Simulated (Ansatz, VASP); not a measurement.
Two plane-wave programs on CsC2

INCAR

```
PREC     = Accurate       # precision mode
ENCUT    = 600            # plane-wave cutoff, eV
EDIFF    = 1E-6           # SCF threshold, eV
ISMEAR   = 0              # smearing method
SIGMA    = 0.1            # smearing width, eV
LREAL    = F              # projectors in reciprocal space
LASPH    = T              # aspherical terms in the spheres
NELM     = 80             # most SCF steps
ALGO     = Normal         # electronic algorithm
ISIF     = 3              # what is computed and relaxed
LWAVE    = F              # write WAVECAR
LCHARG   = F              # write CHGCAR
GGA      = PE             # functional
IBRION   = 2              # ionic algorithm
NSW      = 90             # ionic steps
EDIFFG   = -0.04          # ionic threshold
```

File KPOINTS:

```
regular mesh
0
Gamma
  6 6 6
```

Contents of POSCAR:

```
CsC2
1.0
   -3.2113670091      3.2113670091      1.4056690811
    3.2113670091     -3.2113670091      1.4056690811
    3.2113670091      3.2113670091     -1.4056690811
Cs C
1 2
Direct
    0.0000000000      0.0000000000      0.0000000000
    0.7500000000      0.2500000000      0.5000000000
    0.2500000000      0.7500000000      0.5000000000
```

Input for Ansatz:

```yaml
crystal:
  lattice:
    - [-3.2113670091, 3.2113670091, 1.4056690811]
    - [3.2113670091, -3.2113670091, 1.4056690811]
    - [3.2113670091, 3.2113670091, -1.4056690811]
  atoms:
    - { symbol: Cs, position: [0.0, 0.0, 0.0] }
    - { symbol: C, position: [0.75, 0.25, 0.5] }
    - { symbol: C, position: [0.25, 0.75, 0.5] }
basis:
  ecutwfc: 420
kpoints:
  mp_grid: { grid: [6, 6, 6] }
hamiltonian:
  xc: pbe
scf:
  occupations: { method: gaussian, width: 0.1 }
  lower_state_search: "off"
output:
  forces: true
  stress: true
  eigenvalues: true
relax:
  adjacent_minimum: "off"
  f_tol: 0.04
  max_steps: 70
  cell: { stress_tol: 0.4 }
```

Alike in both runs: task relaxation of cell and atoms; functional PBE; k mesh 6 × 6 × 6; occupations gaussian, width 0.1 eV; no spin polarisation.

```csv
,VASP,Ansatz
version,VASP 6.6.1,Ansatz 0.2.0
potentials or method,"VASP PAW PBE potentials, release 64 (Cs_sv, C), cutoff 600 eV","scalar-relativistic, plane waves, PAW"
valence electrons in the cell,17,17
```

```tsv
	VASP	Ansatz	Ansatz less VASP
gap on the k mesh at the Fermi level, each at its own relaxed structure (eV)	none	none	-
relaxed volume (Å³/atom)	19.36	19.12	-0.240
relaxed length of the cell vector where the two differ most in proportion (Å)	4.754	4.729	-0.0244
```

A gap of «none» marks a metal or a gap that the smearing closes.

The k mesh is coarse, so the values compare programs but aren't converged. Neither program's run includes spin-orbit coupling.
